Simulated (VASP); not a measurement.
# GeF5 (Cmmm) in VASP: notebook

Runs on GeF5. Level: PBE. Tasks: single point, relaxation of cell and atoms.

Everything below comes from runs of VASP 6.6.1. Logs are shortened: lines on timing, memory, paths and dates and some standing lists are left out, and cuts for length are marked.

## 1. The cell of the first run

Symmetry: Cmmm, No. 65, orthorhombic system. Conventional cell: a = 3.321 Å, b = 11.176 Å, c = 3.889 Å, α = 90.00°, β = 90.00°, γ = 90.00°. Ge (site symmetry mmm) has 12 F at 2.05 to 2.56 Å within 2.7 Å. F (site symmetry m2m) has 2 Ge at 2.05 Å and 7 F at 2.29 to 2.56 Å within 2.7 Å. F (site symmetry mmm) has 8 F at 2.09 to 2.29 Å and 4 Ge at 2.56 Å within 2.8 Å. F (site symmetry m2m) has 7 F at 2.09 to 2.56 Å and 2 Ge at 2.32 Å within 2.8 Å.

The cell was generated, and may not be a known phase.

## 2. Single point, PBE

The input, INCAR:

```
ALGO = Normal
EDIFF = 1E-6
ENCUT = 520
GGA = PE
ISIF = 2
ISMEAR = 0
LASPH = True
LCHARG = False
LREAL = False
LWAVE = False
NBANDS = 34
NELM = 80
PREC = Accurate
SIGMA = 0.1
```

The input, KPOINTS:

```
k-points
0
Gamma
  6 6 6
```

The input, POSCAR:

```
GeF5
1.0
    1.6602551524     -5.5882101665      0.0000000000
    1.6602551524      5.5882101665      0.0000000000
    0.0000000000      0.0000000000      3.8891558910
Ge F
1 5
Direct
    0.0000000000      0.0000000000      0.0000000000
    0.3917035339      0.6082964661      0.0000000000
    0.6082964661      0.3917035339      0.0000000000
    0.5000000000      0.5000000000      0.5000000000
    0.8860300775      0.1139699225      0.5000000000
    0.1139699225      0.8860300775      0.5000000000
```

Potentials or basis: VASP PAW PBE potentials, release 64 (Ge_d, F).

Launch:

```console
> cat potpaw_PBE.64/Ge_d/POTCAR potpaw_PBE.64/F/POTCAR > POTCAR
> mpirun -np 1 vasp_std > vasp.out
```

OUTCAR:

```text
EDIFF = 1E-6
   ENCUT = 520
   GGA = PE
   ISIF = 2
   ISMEAR = 0
   LASPH = True
   LREAL = False
   NELM = 80
   PREC = Accurate

 ion  position               nearest neighbor table
   1  0.000  0.000  0.000-   3 2.05   2 2.05   3 2.05   2 2.05   5 2.32   6 2.32   5 2.32   6 2.32

   2  0.392  0.608  0.000-   1 2.05   1 2.05
   3  0.608  0.392  0.000-   1 2.05   1 2.05
   4  0.500  0.500  0.500-
   5  0.886  0.114  0.500-   1 2.32   1 2.32
   6  0.114  0.886  0.500-   1 2.32   1 2.32

  LATTYP: Found a base centered orthorhombic cell.
 ALAT       =     3.3205103048
 B/A-ratio  =     3.3658743106
 C/A-ratio  =     1.1712524684

  Lattice vectors:

 A1 = (   1.6602551524,  -5.5882101665,   0.0000000000)
 A2 = (   1.6602551524,   5.5882101665,   0.0000000000)
 A3 = (   0.0000000000,   0.0000000000,   3.8891558910)

Analysis of symmetry for initial positions (statically):
=====================================================================
 Subroutine PRICEL returns:
 Original cell was already a primitive cell.

 Routine SETGRP: Setting up the symmetry group for a
 base centered orthorhombic supercell.

 Subroutine GETGRP returns: Found  8 space group operations
 (whereof  8 operations were pure point group operations)
 out of a pool of  8 trial point group operations.

The static configuration has the point symmetry D_2h.

Analysis of symmetry for dynamics (positions and initial velocities):
=====================================================================
 Subroutine PRICEL returns:
 Original cell was already a primitive cell.

 Routine SETGRP: Setting up the symmetry group for a
 base centered orthorhombic supercell.

 Subroutine GETGRP returns: Found  8 space group operations
 (whereof  8 operations were pure point group operations)
 out of a pool of  8 trial point group operations.

The dynamic configuration has the point symmetry D_2h.

 Subroutine INISYM returns: Found  8 space group operations
 (whereof  8 operations are pure point group operations),
 and found     1 'primitive' translations

----------------------------------------------------------------------------------------

                                     Primitive cell

  volume of cell :      72.1660

  direct lattice vectors                    reciprocal lattice vectors
     1.660255152 -5.588210166  0.000000000     0.301158529 -0.089474087  0.000000000
     1.660255152  5.588210166  0.000000000     0.301158529  0.089474087  0.000000000
     0.000000000  0.000000000  3.889155891     0.000000000  0.000000000  0.257125204

  length of vectors
     5.829626063  5.829626063  3.889155891     0.314168859  0.314168859  0.257125204

  position of ions in fractional coordinates (direct lattice)
     0.000000000  0.000000000  0.000000000
     0.391703534  0.608296466  0.000000000
     0.608296466  0.391703534  0.000000000
     0.500000000  0.500000000  0.500000000
     0.886030078  0.113969922  0.500000000
     0.113969922  0.886030078  0.500000000

  ion indices of the primitive-cell ions
   primitive index   ion index
                 1           1
                 2           2
                 3           3
                 4           4
                 5           5
                 6           6

----------------------------------------------------------------------------------------

 KPOINTS: k-points

Automatic generation of k-mesh.
 Grid dimensions read from file:
 generate k-points for:    6    6    6

 Generating k-lattice:

  Cartesian coordinates                     Fractional coordinates (reciprocal lattice)
     0.050193088 -0.014912348  0.000000000     0.166666667  0.000000000  0.000000000
     0.050193088  0.014912348  0.000000000     0.000000000  0.166666667  0.000000000
     0.000000000  0.000000000  0.042854201     0.000000000  0.000000000  0.166666667

  Length of vectors
     0.052361476  0.052361476  0.042854201

  Shift w.r.t. Gamma in fractional coordinates (k-lattice)
     0.000000000  0.000000000  0.000000000

 Subroutine IBZKPT returns following result:
 ===========================================

 Found     52 irreducible k-points:

 Following reciprocal coordinates:
            Coordinates               Weight
  0.000000  0.000000  0.000000      1.000000
  0.166667 -0.000000  0.000000      4.000000
  0.333333 -0.000000  0.000000      4.000000
  0.500000 -0.000000  0.000000      2.000000
  0.166667  0.166667  0.000000      2.000000
  0.333333  0.166667  0.000000      4.000000
[... 16 lines left out ...]
  0.333333  0.333333  0.166667      4.000000
  0.500000  0.333333  0.166667      8.000000
 [... further k-points ...]
   k-points           NKPTS =     52   k-points in BZ     NKDIM =     52   number of bands    NBANDS=     34
   number of dos      NEDOS =    301   number of ions     NIONS =      6
   total plane-waves  NPLWV =  69120
   dimension x,y,z NGX =    48 NGY =   48 NGZ =   30
   dimension x,y,z NGXF=    96 NGYF=   96 NGZF=   60
   ions per type =               1   5
   NGX,Y,Z   is equivalent  to a cutoff of  13.69, 13.69, 12.82 a.u.
   NGXF,Y,Z  is equivalent  to a cutoff of  27.38, 27.38, 25.65 a.u.
 SYSTEM =  unknown system
   PREC   = accura    normal or accurate (medium, high low for compatibility)
   ISTART =      0    job   : 0-new  1-cont  2-samecut
   ICHARG =      2    charge: 1-file 2-atom 10-const
   ISPIN  =      1    spin polarized calculation?
   LNONCOLLINEAR =      F non collinear calculations
   LSORBIT =      F    spin-orbit coupling
   LASPH  =      T    aspherical Exc in radial PAW
   ENCUT  =  520.0 eV  38.22 Ry    6.18 a.u.  10.84 10.84  7.23*2*pi/ulx,y,z
   NELM   =     80;   NELMIN=  2; NELMDL= -5     # of ELM steps
   EDIFF  = 0.1E-05   stopping-criterion for ELM
   LREAL  =      F    real-space projection
[... 7 lines left out ...]
   TEBEG  =    0.0;   TEEND  =   0.0 temperature during run
   PSTRESS=    0.0 pullay stress
   NELECT =      49.0000    total number of electrons
   NUPDOWN=      -1.0000    fix difference up-down
   EMIN   =  10.00;   EMAX   =-10.00  energy-range for DOS
   EFERMI =   0.00;   METHOD = LEGACY
   ISMEAR =     0;   SIGMA  =   0.10  broadening in eV -4-tet -1-fermi 0-gaus
   EFERMI_NEDOS =   21; number of points for ismear=-14 and -15
   IALGO  =     38    algorithm
   IMIX   =      4    mixing-type and parameters
     AMIX     =   0.40;   BMIX     =  1.00
     AMIX_MAG =   1.60;   BMIX_MAG =  1.00
  volume/ion in A,a.u.               =      12.03        81.17
  Fermi-wavevector in a.u.,A,eV,Ry     =   1.438895  2.719118 28.169773  2.070420
  Thomas-Fermi vector in A             =   2.557811
   LORBIT       =      0    0 simple, 1 ext, 2 COOP (PROOUT), +10 PAW based schemes
   GGA     = PE    functional components
   LHFCALC =     F    Hartree Fock is set to
   AEXX    =    0.0000 exact exchange contribution
   IVDW    =     0    specifies the selected vdW correction
   LEPSILON=     F    determine dielectric tensor
   LRPA    =     F    only Hartree local field effects (RPA)
 non-spin polarized calculation
 Gauss-broadening in eV      SIGMA  =   0.10
  energy-cutoff  :      520.00
  volume of cell :       72.17
 maximum number of plane-waves:      1965
 NGX is ok and might be reduce to    48
   NGX = 21   NGY = 21   NGZ = 15

 number of electron      49.0000029 magnetization

 Free energy of the ion-electron system (eV)
  ---------------------------------------------------
  ext. energy  EPLUGINS =         0.00000000
  ---------------------------------------------------
  free energy    TOTEN  =       -19.05790890 eV

  energy without entropy =      -19.00981105  energy(sigma->0) =      -19.03385998

 E-fermi :  -0.5095     XC(G=0):  -9.6797

 val. band max:       -0.5102321783   @ k =   0.5000   0.5000   0.0000
 cond. band min:      -0.5070788200   @ k =   0.3333  -0.0000   0.0000
 fundamental gap:      0.0031533583
 Fermi energy:        -0.5095102740

 k-point     1 :       0.0000    0.0000    0.0000
  band No.  band energies     occupation
      1     -26.0189      2.00000
      2     -25.8927      2.00000
      3     -25.8796      2.00000
      4     -25.8722      2.00000
      5     -25.8503      2.00000
      6     -23.8809      2.00000
[... 26 lines left out ...]
     33      16.7959      0.00000
     34      16.8069      0.00000

 k-point     2 :       0.1667   -0.0000    0.0000
  band No.  band energies     occupation
      1     -25.9880      2.00000
      2     -25.9196      2.00000
      3     -25.8922      2.00000
      4     -25.8724      2.00000
      5     -25.8535      2.00000
      6     -23.7709      2.00000
[... 26 lines left out ...]
     33      16.7381      0.00000
     34      17.1464      0.00000

 k-point     3 :       0.3333   -0.0000    0.0000
  band No.  band energies     occupation
      1     -26.0081      2.00000
      2     -25.9355      2.00000
      3     -25.8913      2.00000
      4     -25.8598      2.00000
      5     -25.8493      2.00000
      6     -23.5091      2.00000
[... 26 lines left out ...]
     33      17.3687      0.00000
     34      17.5368      0.00000

 k-point     4 :       0.5000   -0.0000    0.0000
  band No.  band energies     occupation
      1     -26.0496      2.00000
      2     -25.9169      2.00000
      3     -25.8909      2.00000
      4     -25.8629      2.00000
      5     -25.8305      2.00000
      6     -23.3470      2.00000
[... 26 lines left out ...]
     33      17.6280      0.00000
     34      17.9294      0.00000

 k-point     5 :       0.1667    0.1667    0.0000
  band No.  band energies     occupation
      1     -26.0080      2.00000
      2     -25.9355      2.00000
      3     -25.8913      2.00000
      4     -25.8598      2.00000
      5     -25.8493      2.00000
      6     -23.5118      2.00000
[... 621 lines left out ...]
 k-point    22 :      -0.1667    0.1667    0.1667
  band No.  band energies     occupation
      1     -26.0163      2.00000
      2     -25.8986      2.00000
      3     -25.8775      2.00000
      4     -25.8721      2.00000
      5     -25.8509      2.00000
      6     -23.7683      2.00000
[... 26 lines left out ...]
     33      16.4843      0.00000
     34      16.9296      0.00000

 k-point    23 :       0.3333    0.3333    0.1667
  band No.  band energies     occupation
      1     -26.0079      2.00000
      2     -25.9312      2.00000
      3     -25.8970      2.00000
      4     -25.8632      2.00000
      5     -25.8484      2.00000
      6     -23.4191      2.00000
[... 26 lines left out ...]
     33      15.8015      0.00000
     34      17.1656      0.00000

 k-point    24 :       0.5000    0.3333    0.1667
  band No.  band energies     occupation
      1     -25.9847      2.00000
      2     -25.9195      2.00000
      3     -25.8980      2.00000
      4     -25.8711      2.00000
      5     -25.8548      2.00000
      6     -23.6551      2.00000
[... 26 lines left out ...]
     33      15.7911      0.00000
     34      16.9394      0.00000

 [... further k-points ...]
[... 5 lines left out ...]
  --------------------------------------------------------------------------------------
  -------------------------------------------------------------------------------------
  Total        0.0663692     -0.0485887     -0.0127042      0.0000000      0.0000000      0.0000000
  in kB        1.4734801     -1.0787304     -0.2820490      0.0000000      0.0000000      0.0000000
  external PRESSURE =       0.0375669 kB  Pullay stress =       0.0000000 kB

 VOLUME and BASIS-vectors are now :
 -----------------------------------------------------------------------------
  energy-cutoff  :      520.00
  volume of cell :       72.17
      direct lattice vectors                 reciprocal lattice vectors
     1.660255152 -5.588210166  0.000000000     0.301158529 -0.089474087  0.000000000
     1.660255152  5.588210166  0.000000000     0.301158529  0.089474087  0.000000000
     0.000000000  0.000000000  3.889155891     0.000000000  0.000000000  0.257125204

 POSITION                                       TOTAL-FORCE (eV/Angst)
 -----------------------------------------------------------------------------------
      0.00000      0.00000      0.00000        -0.000000      0.000000      0.000000
      1.66026      1.21037      0.00000         0.000000      0.059687      0.000000
      1.66026     -1.21037      0.00000         0.000000     -0.059687      0.000000
      1.66026      0.00000      1.94458         0.000000      0.000000      0.000000
      1.66026     -4.31443      1.94458         0.000000      0.000113      0.000000
      1.66026      4.31443      1.94458         0.000000     -0.000113     -0.000000
 -----------------------------------------------------------------------------------
    total drift:                                0.000000     -0.000000     -0.000000

  FREE ENERGIE OF THE ION-ELECTRON SYSTEM (eV)
  ---------------------------------------------------
  free  energy   TOTEN  =       -19.0579089023 eV

  energy  without entropy=      -19.0098110503  energy(sigma->0) =      -19.03385998
```

It took 94 s on 1 thread of Intel Xeon 6975P-C (Granite Rapids), shared host; peak memory 0.29 GiB.

Results:

```yaml
Free_energy: -19.0579 eV
Pressure: 0.0 GPa
Largest_force: 0.060 eV/Å
Band_gap_on_the_k_mesh: zero (an odd number of electrons rules out a gap without spin polarisation)
```

Forces in eV/Å, atoms in the order of the input:
```
Ge   0.000  0.000  0.000
F    0.000  0.060  0.000
F    0.000 -0.060  0.000
F    0.000  0.000  0.000
F    0.000  0.000  0.000
F    0.000  0.000  0.000
```

Stress tensor (GPa, compression positive):
```
 0.15  0.00  0.00
 0.00 -0.11  0.00
 0.00  0.00 -0.03
```

Caveat: an odd number of electrons without spin polarisation forces a metal; a magnetic or distorted state may lie lower.

## 3. Single point, PBE

This run uses another cell than the first one, of 12.80 Å³/atom.

The input, INCAR:

```
PREC = Accurate
ENCUT = 520
EDIFF = 1E-7
ISMEAR = 0
SIGMA = 0.1
LREAL = F
LASPH = T
NELM = 100
ALGO = Normal
ISIF = 2
LWAVE = F
LCHARG = F
GGA = PE
NBANDS = 34
```

The input, KPOINTS:

```
regular mesh
0
Gamma
  6 6 6
```

The input, POSCAR:

```
GeF5
1.0
    1.8711466300     -5.4922878500      0.0000000000
    1.8711466300      5.4922878500      0.0000000000
    0.0000000000      0.0000000000      3.7369469700
Ge F
1 5
Direct
    0.0000000000      0.0000000000      0.0000000000
    0.3365818300      0.6634181700      0.0000000000
    0.6634181700      0.3365818300      0.0000000000
    0.5000000000      0.5000000000      0.5000000000
    0.8341655700      0.1658344300      0.5000000000
    0.1658344300      0.8341655700      0.5000000000
```

Potentials or basis: VASP PAW PBE potentials, release 64 (Ge_d, F).

Launch:

```console
> cat potpaw_PBE.64/Ge_d/POTCAR potpaw_PBE.64/F/POTCAR > POTCAR
> mpirun -np 1 vasp_std > vasp.out
```

Wall time 1.7 min (1 thread of Intel Xeon 6975P-C (Granite Rapids), shared host); peak memory 0.29 GiB.

Results (log left out):

```
Free energy            : -15.9747 eV
Pressure               : -11.3 GPa
Largest force          : 1.147 eV/Å
Band gap on the k mesh : zero (an odd number of electrons rules out a gap without spin polarisation)
```

Forces on the atoms (eV/Å):
```
Ge   0.000  0.000  0.000
F    0.000 -1.147  0.000
F    0.000  1.147  0.000
F    0.000  0.000  0.000
F    0.000 -1.053  0.000
F    0.000  1.053  0.000
```

Stress tensor (GPa, compression positive):
```
 -9.76   0.00   0.00
  0.00 -14.98   0.00
  0.00   0.00  -9.20
```

Levels at points of the mesh, in eV from the Fermi level:
| k point | band 22 | band 23 | band 24 | band 25 | band 26 | band 27 | band 28 | band 29 |
| --- | --- | --- | --- | --- | --- | --- | --- | --- |
| (0.00, 0.00, 0.00) | -0.39 | -0.38 | -0.10 | 0.04 | 0.06 | 5.67 | 6.70 | 6.80 |
| (0.50, 0.00, 0.00) | -0.37 | -0.30 | -0.18 | -0.03 | 0.22 | 4.64 | 5.98 | 6.08 |
| (0.50, 0.50, 0.00) | -0.38 | -0.26 | 0.03 | 0.04 | 0.39 | 5.12 | 6.73 | 6.75 |
| (0.00, 0.00, 0.50) | -0.34 | -0.27 | -0.17 | -0.09 | 0.28 | 4.51 | 6.06 | 6.12 |
| (0.50, 0.00, 0.50) | -0.09 | -0.08 | -0.01 | 0.07 | 0.09 | 5.81 | 5.90 | 6.46 |
| (0.50, 0.50, 0.50) | -0.51 | -0.46 | -0.11 | 0.06 | 0.09 | 4.56 | 5.98 | 6.00 |

Caveat: the stress differs along the axes, from -15 to -9 GPa; an odd number of electrons without spin polarisation forces a metal; a magnetic or distorted state may lie lower.

(Part 1 of 2 ends here.)
